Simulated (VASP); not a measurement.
# Si (C2/m) in VASP: single point with PBE

Aim: the single point of Si with PBE.

All numbers are computed with VASP 6.6.1; they aren't measurements. Logs are shortened: lines on timing, memory, paths and dates and some standing lists are left out, and cuts for length are marked.

## Step 1: The cell of the first run

Symmetry: C2/m, No. 12, monoclinic system. The conventional cell has a = 14.361 Å, b = 3.994 Å, c = 6.577 Å, α = 90.00°, β = 96.77°, γ = 90.00°. Si (site symmetry m) has 4 Si at 2.43 to 2.47 Å within 3.2 Å. Within 3.3 Å of Si (site symmetry m) lie 4 Si at 2.47 to 2.51 Å. Si (site symmetry m) has 4 Si at 2.40 to 2.43 Å within 3.2 Å. Within 3.2 Å of Si (site symmetry m) lie 4 Si at 2.40 to 2.51 Å.

## Step 2: Single point, PBE

File INCAR:

```
SYSTEM = Si
PREC = Accurate
ENCUT = 520
EDIFF = 1E-7
ISMEAR = 0
SIGMA = 0.05
LREAL = .FALSE.
LASPH = .TRUE.
NELM = 80
ALGO = Normal
ISIF = 2
LWAVE = .FALSE.
LCHARG = .TRUE.
GGA = PE
LELF = .TRUE.
LVHAR = .TRUE.
NBANDS = 26
```

File KPOINTS:

```
regular mesh
0
G
  10 6 10
  0 0 0
```

File POSCAR:

```
Si
1.0
    0.0000000000      3.9939946302      0.0000000000
   -0.7756193049      0.0000000000      6.5309258503
    7.1804565119     -1.9969973151      0.0000000000
Si
8
Direct
    0.0555293600      0.8739635100      0.1110587200
    0.9444706400      0.1260364900      0.8889412800
    0.5589993500      0.6533954400      0.1179987000
    0.4410006500      0.3466045600      0.8820013000
    0.2127426600      0.0573078100      0.4254853200
    0.7872573400      0.9426921900      0.5745146800
    0.7271093300      0.5855776500      0.4542186600
    0.2728906700      0.4144223500      0.5457813400
```

Potentials or basis: VASP PAW PBE potentials, release 64 (Si).

Launch:

```bash
$ cat potpaw_PBE.64/Si/POTCAR > POTCAR
$ mpirun -np 1 vasp_std > vasp.out
```

OUTCAR:

```text
SYSTEM = Si
   PREC = Accurate
   ENCUT = 520
   EDIFF = 1E-7
   ISMEAR = 0
   LREAL = .FALSE.
   LASPH = .TRUE.
   NELM = 80
   ISIF = 2
   GGA = PE

 ion  position               nearest neighbor table
   1  0.056  0.874  0.111-   5 2.43   2 2.43   3 2.47   3 2.47
   2  0.944  0.126  0.889-   6 2.43   1 2.43   4 2.47   4 2.47
   3  0.559  0.653  0.118-   1 2.47   1 2.47   4 2.48   7 2.51
   4  0.441  0.347  0.882-   2 2.47   2 2.47   3 2.48   8 2.51
   5  0.213  0.057  0.425-   8 2.40   6 2.43   6 2.43   1 2.43
   6  0.787  0.943  0.575-   7 2.40   5 2.43   5 2.43   2 2.43
   7  0.727  0.586  0.454-   6 2.40   8 2.42   8 2.42   3 2.51
   8  0.273  0.414  0.546-   5 2.40   7 2.42   7 2.42   4 2.51

  LATTYP: Found a base centered monoclinic cell.
 ALAT       =    14.3609130238
 B/A-ratio  =     0.2781156479
 C/A-ratio  =     0.4579667908
 COS(beta)  =    -0.1179322465

  Lattice vectors:

 A1 = (   7.1804565119,  -1.9969973151,   0.0000000000)
 A2 = (   7.1804565119,   1.9969973151,   0.0000000000)
 A3 = (  -0.7756193049,   0.0000000000,   6.5309258503)

Analysis of symmetry for initial positions (statically):
=====================================================================
 Subroutine PRICEL returns:
 Original cell was already a primitive cell.

 Routine SETGRP: Setting up the symmetry group for a
 base centered monoclinic supercell.

 Subroutine GETGRP returns: Found  4 space group operations
 (whereof  4 operations were pure point group operations)
 out of a pool of  4 trial point group operations.

The static configuration has the point symmetry C_2h.

Analysis of symmetry for dynamics (positions and initial velocities):
=====================================================================
 Subroutine PRICEL returns:
 Original cell was already a primitive cell.

 Routine SETGRP: Setting up the symmetry group for a
 base centered monoclinic supercell.

 Subroutine GETGRP returns: Found  4 space group operations
 (whereof  4 operations were pure point group operations)
 out of a pool of  4 trial point group operations.

The dynamic configuration has the point symmetry C_2h.

 Subroutine INISYM returns: Found  4 space group operations
 (whereof  4 operations are pure point group operations),
 and found     1 'primitive' translations

----------------------------------------------------------------------------------------

                                     Primitive cell

  volume of cell :     187.2985

  direct lattice vectors                    reciprocal lattice vectors
     0.000000000  3.993994630  0.000000000     0.069633456  0.250375900  0.008269739
    -0.775619305  0.000000000  6.530925850     0.000000000  0.000000000  0.153117647
     7.180456512 -1.996997315  0.000000000     0.139266911  0.000000000  0.016539478

  length of vectors
     3.993994630  6.576821251  7.452982892     0.260010188  0.153117647  0.140245595

  position of ions in fractional coordinates (direct lattice)
     0.055529360  0.873963510  0.111058720
     0.944470640  0.126036490  0.888941280
     0.558999350  0.653395440  0.117998700
     0.441000650  0.346604560  0.882001300
     0.212742660  0.057307810  0.425485320
     0.787257340  0.942692190  0.574514680
     0.727109330  0.585577650  0.454218660
     0.272890670  0.414422350  0.545781340

  ion indices of the primitive-cell ions
   primitive index   ion index
                 1           1
                 2           2
                 3           3
                 4           4
                 5           5
                 6           6
                 7           7
                 8           8

----------------------------------------------------------------------------------------

 KPOINTS: regular mesh

Automatic generation of k-mesh.
 Grid dimensions read from file:
 generate k-points for:   10    6   10

 Generating k-lattice:

  Cartesian coordinates                     Fractional coordinates (reciprocal lattice)
     0.006963346  0.025037590  0.000826974     0.100000000  0.000000000 -0.000000000
     0.000000000  0.000000000  0.025519608     0.000000000  0.166666667  0.000000000
     0.013926691  0.000000000  0.001653948     0.000000000  0.000000000  0.100000000

  Length of vectors
     0.026001019  0.025519608  0.014024559

  Shift w.r.t. Gamma in fractional coordinates (k-lattice)
     0.000000000  0.000000000  0.000000000

 Subroutine IBZKPT returns following result:
 ===========================================

 Found    172 irreducible k-points:

 Following reciprocal coordinates:
            Coordinates               Weight
  0.000000  0.000000  0.000000      1.000000
  0.100000 -0.000000  0.000000      4.000000
  0.200000 -0.000000  0.000000      4.000000
  0.300000 -0.000000  0.000000      4.000000
  0.400000 -0.000000  0.000000      4.000000
  0.500000  0.000000  0.000000      2.000000
[... 16 lines left out ...]
 -0.400000  0.333333 -0.000000      4.000000
 -0.300000  0.333333 -0.000000      4.000000
 [... further k-points ...]
   k-points           NKPTS =    172   k-points in BZ     NKDIM =    172   number of bands    NBANDS=     26
   number of dos      NEDOS =    301   number of ions     NIONS =      8
   total plane-waves  NPLWV =  84000
   dimension x,y,z NGX =    30 NGY =   50 NGZ =   56
   dimension x,y,z NGXF=    60 NGYF=  100 NGZF=  112
   ions per type =               8
   NGX,Y,Z   is equivalent  to a cutoff of  12.49, 12.64, 12.49 a.u.
   NGXF,Y,Z  is equivalent  to a cutoff of  24.97, 25.28, 24.98 a.u.
 SYSTEM =  Si
   PREC   = accura    normal or accurate (medium, high low for compatibility)
   ISTART =      0    job   : 0-new  1-cont  2-samecut
   ICHARG =      2    charge: 1-file 2-atom 10-const
   ISPIN  =      1    spin polarized calculation?
   LNONCOLLINEAR =      F non collinear calculations
   LSORBIT =      F    spin-orbit coupling
   LASPH  =      T    aspherical Exc in radial PAW
   ENCUT  =  520.0 eV  38.22 Ry    6.18 a.u.   7.43 12.23 13.86*2*pi/ulx,y,z
   NELM   =     80;   NELMIN=  2; NELMDL= -5     # of ELM steps
   EDIFF  = 0.1E-06   stopping-criterion for ELM
   LREAL  =      F    real-space projection
   EDIFFG = 0.1E-05   stopping-criterion for IOM
   NSW    =      0    number of steps for IOM
   IBRION =     -1    ionic relax: 0-MD 1-quasi-New 2-CG
   NFREE  =      0    steps in history (QN), initial steepest desc. (CG)
   ISIF   =      2    stress and relaxation
   ISYM   =      2    0-nonsym 1-usesym 2-fastsym
   POTIM  = 0.5000    time-step for ionic-motion
   TEBEG  =    0.0;   TEEND  =   0.0 temperature during run
   PSTRESS=    0.0 pullay stress
   NELECT =      32.0000    total number of electrons
   NUPDOWN=      -1.0000    fix difference up-down
   EMIN   =  10.00;   EMAX   =-10.00  energy-range for DOS
   EFERMI =   0.00;   METHOD = LEGACY
   ISMEAR =     0;   SIGMA  =   0.05  broadening in eV -4-tet -1-fermi 0-gaus
   EFERMI_NEDOS =   21; number of points for ismear=-14 and -15
   IALGO  =     38    algorithm
   IMIX   =      4    mixing-type and parameters
     AMIX     =   0.40;   BMIX     =  1.00
     AMIX_MAG =   1.60;   BMIX_MAG =  1.00
  volume/ion in A,a.u.               =      23.41       157.99
  Fermi-wavevector in a.u.,A,eV,Ry     =   0.908406  1.716639 11.227551  0.825202
  Thomas-Fermi vector in A             =   2.032329
   LORBIT       =      0    0 simple, 1 ext, 2 COOP (PROOUT), +10 PAW based schemes
   GGA     = PE    functional components
   LHFCALC =     F    Hartree Fock is set to
   AEXX    =    0.0000 exact exchange contribution
   IVDW    =     0    specifies the selected vdW correction
   LEPSILON=     F    determine dielectric tensor
   LRPA    =     F    only Hartree local field effects (RPA)
 non-spin polarized calculation
 Gauss-broadening in eV      SIGMA  =   0.05
  energy-cutoff  :      520.00
  volume of cell :      187.30
 maximum number of plane-waves:      5073
 NGX is ok and might be reduce to    30
   NGX = 15   NGY = 25   NGZ = 27

 number of electron      32.0000001 magnetization

 Free energy of the ion-electron system (eV)
  ---------------------------------------------------
  ext. energy  EPLUGINS =         0.00000000
  ---------------------------------------------------
  free energy    TOTEN  =       -42.44548391 eV

  energy without entropy =      -42.44548391  energy(sigma->0) =      -42.44548391

 E-fermi :   4.7395     XC(G=0):  -8.7228

 val. band max:        4.5516228513   @ k =   0.0000   0.0000   0.0000
 cond. band min:       4.9280139354   @ k =   0.0000   0.5000   0.5000
 fundamental gap:      0.3763910842
 Fermi energy:         4.7395035529

 k-point     1 :       0.0000    0.0000    0.0000
  band No.  band energies     occupation
      1      -6.8812      2.00000
      2      -4.8998      2.00000
      3      -4.6292      2.00000
      4      -4.1745      2.00000
      5      -2.4351      2.00000
      6      -1.9725      2.00000
[... 18 lines left out ...]
     25       8.0024      0.00000
     26       8.0813      0.00000

 k-point     2 :       0.1000   -0.0000    0.0000
  band No.  band energies     occupation
      1      -6.7965      2.00000
      2      -4.8973      2.00000
      3      -4.4807      2.00000
      4      -4.1011      2.00000
      5      -2.5250      2.00000
      6      -1.9517      2.00000
[... 18 lines left out ...]
     25       8.1627      0.00000
     26       8.2809      0.00000

 k-point     3 :       0.2000   -0.0000    0.0000
  band No.  band energies     occupation
      1      -6.5447      2.00000
      2      -4.8056      2.00000
      3      -4.1422      2.00000
      4      -3.8857      2.00000
      5      -2.7991      2.00000
      6      -1.9633      2.00000
[... 572 lines left out ...]
 k-point    23 :      -0.4000    0.3333   -0.0000
  band No.  band energies     occupation
      1      -5.3926      2.00000
      2      -4.5140      2.00000
      3      -4.0697      2.00000
      4      -3.5541      2.00000
      5      -2.9535      2.00000
      6      -2.1100      2.00000
[... 18 lines left out ...]
     25       8.7345      0.00000
     26       9.1310      0.00000

 k-point    24 :      -0.3000    0.3333   -0.0000
  band No.  band energies     occupation
      1      -5.8890      2.00000
      2      -4.9530      2.00000
      3      -3.9393      2.00000
      4      -3.8401      2.00000
      5      -2.7810      2.00000
      6      -1.8792      2.00000
[... 18 lines left out ...]
     25       8.8109      0.00000
     26       9.4298      0.00000

 [... further k-points ...]

------------------------ aborting loop because EDIFF is reached ----------------------------------------

  FORCE on cell =-STRESS in cart. coord.  units (eV):
  Direction    XX          YY          ZZ          XY          YZ          ZX
  --------------------------------------------------------------------------------------
  -------------------------------------------------------------------------------------
  Total       -7.4256660     -7.7895895     -8.2700100      0.0000000      0.0000000     -0.4175662
  in kB      -63.5201782    -66.6332299    -70.7428141      0.0000000      0.0000000     -3.5719195
  external PRESSURE =     -66.9654074 kB  Pullay stress =       0.0000000 kB

 VOLUME and BASIS-vectors are now :
 -----------------------------------------------------------------------------
  energy-cutoff  :      520.00
  volume of cell :      187.30
      direct lattice vectors                 reciprocal lattice vectors
     0.000000000  3.993994630  0.000000000     0.069633456  0.250375900  0.008269739
    -0.775619305  0.000000000  6.530925850     0.000000000  0.000000000  0.153117647
     7.180456512 -1.996997315  0.000000000     0.139266911  0.000000000  0.016539478

 POSITION                                       TOTAL-FORCE (eV/Angst)
 -----------------------------------------------------------------------------------
      0.11959      0.00000      5.70779         0.213741     -0.000000      0.056903
      6.28525      1.99700      0.82313        -0.213741      0.000000     -0.056903
      0.34050      1.99700      4.26728         0.137420      0.000000      0.160118
      6.06434      0.00000      2.26365        -0.137420      0.000000     -0.160118
      3.01073      0.00000      0.37427         0.257669     -0.000000     -0.098315
      3.39411      1.99700      6.15665        -0.257669      0.000000      0.098315
      2.80731      1.99700      3.82436         0.045196      0.000000      0.165285
      3.59753      0.00000      2.70656        -0.045196     -0.000000     -0.165285
 -----------------------------------------------------------------------------------
    total drift:                                0.000000      0.000000     -0.000000

  FREE ENERGIE OF THE ION-ELECTRON SYSTEM (eV)
  ---------------------------------------------------
  free  energy   TOTEN  =       -42.4454839092 eV

  energy  without entropy=      -42.4454839092  energy(sigma->0) =      -42.44548391
```

Wall time 9.9 min (1 thread of Intel Xeon Platinum 8488C (Sapphire Rapids), shared host); peak memory 0.66 GiB.

What came out:

```
Free energy            : -42.4455 eV
Pressure               : -6.7 GPa
Largest force          : 0.276 eV/Å
Band gap on the k mesh : 0.38 eV (least direct gap 0.65 eV)
```

Forces in eV/Å, atoms in the order of the input:
```
Si   0.214  0.000  0.057
Si  -0.214  0.000 -0.057
Si   0.137  0.000  0.160
Si  -0.137  0.000 -0.160
Si   0.258  0.000 -0.098
Si  -0.258  0.000  0.098
Si   0.045  0.000  0.165
Si  -0.045  0.000 -0.165
```

Caveat: the cell stands under tension. A k mesh can miss the band edges.
